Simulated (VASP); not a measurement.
Wanted: the native input for a VASP 6.6.1 run.

```
Task                   : single point
Functional             : LDA
Potentials or basis    : VASP PAW LDA potentials, release 64 (Hf_pv, N)
Cutoff                 : 520 eV
k mesh                 : 12 × 12 × 12
Occupations            : gaussian, width 0.15 eV
Spin                   : no spin polarisation
Dipole correction      : no
Further INCAR settings : ALGO = Normal; EDIFF = 1e-07; NBANDS = 14
```

The structure of HfN lies in POSCAR:

```
HfN
1.0
    0.0000000000      2.4146129775      2.4146129775
    2.4146129775      0.0000000000      2.4146129775
    2.4146129775      2.4146129775      0.0000000000
Hf N
1 1
Direct
    0.0000085243     -0.0000027349     -0.0000042276
    0.7499914757      0.7500027349      0.7500042276
```

The input as run:

INCAR

```
ALGO     = Normal         # electronic algorithm
EDIFF    = 1E-7           # SCF threshold, eV
ENCUT    = 520            # plane-wave cutoff, eV
ISIF     = 2              # what is computed and relaxed
ISMEAR   = 0              # smearing method
LASPH    = T              # aspherical terms in the spheres
LCHARG   = F              # write CHGCAR
LREAL    = F              # projectors in reciprocal space
LWAVE    = F              # write WAVECAR
NBANDS   = 14             # bands
NELM     = 80             # most SCF steps
PREC     = Accurate       # precision mode
SIGMA    = 0.15           # smearing width, eV
```

KPOINTS

```
k-points
0
Gamma
  12 12 12
```

Potentials or basis: VASP PAW LDA potentials, release 64 (Hf_pv, N).

Launch:

```sh
$ cat potpaw_LDA.64/Hf_pv/POTCAR potpaw_LDA.64/N/POTCAR > POTCAR
$ mpirun -np 1 vasp_std > vasp.out
```

It gave:

```
Pressure               : 0.0 GPa
Band gap on the k mesh : zero (an odd number of electrons rules out a gap without spin polarisation)
```

Caveat: spin-orbit coupling is left out, which moves the levels of the heavy elements.

Wall time 2 min on 1 thread of Intel Xeon 8259CL, on a shared host, peak memory 0.2 GiB.
